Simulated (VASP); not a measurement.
A run of VASP 6.6.1 is set up as follows.

INCAR

```
PREC = Accurate
ENCUT = 520
EDIFF = 1E-7
ISMEAR = -1
SIGMA = 0.08
LREAL = False
LASPH = True
NELM = 100
ALGO = Normal
ISIF = 2
LWAVE = False
LCHARG = False
GGA = PE
NBANDS = 15
```

File KPOINTS:

```
Automatic mesh
0
Gamma
  11 11 11
```

POSCAR

```
AsAu
1.0
    0.0000000000      2.9396244816      2.9396244816
    2.9396244816      0.0000000000      2.9396244816
    2.9396244816      2.9396244816      0.0000000000
Au As
1 1
Direct
    0.0000000000      0.0000000000      0.0000000000
    0.2500000000      0.2500000000      0.2500000000
```

Potentials or basis: VASP PAW PBE potentials, release 64 (Au, As).

Command:

```sh
$ cat potpaw_PBE.64/Au/POTCAR potpaw_PBE.64/As/POTCAR > POTCAR
$ mpirun -np 1 vasp_std > vasp.out
```

(1) Predict the band gap on the k mesh.

(2) Predict the pressure.

Results:

(1) zero (bands 8 and 9 overlap by 3.49 eV).

(2) -1.4 GPa.

Caveat: spin-orbit coupling is left out, which moves the levels of the heavy elements.
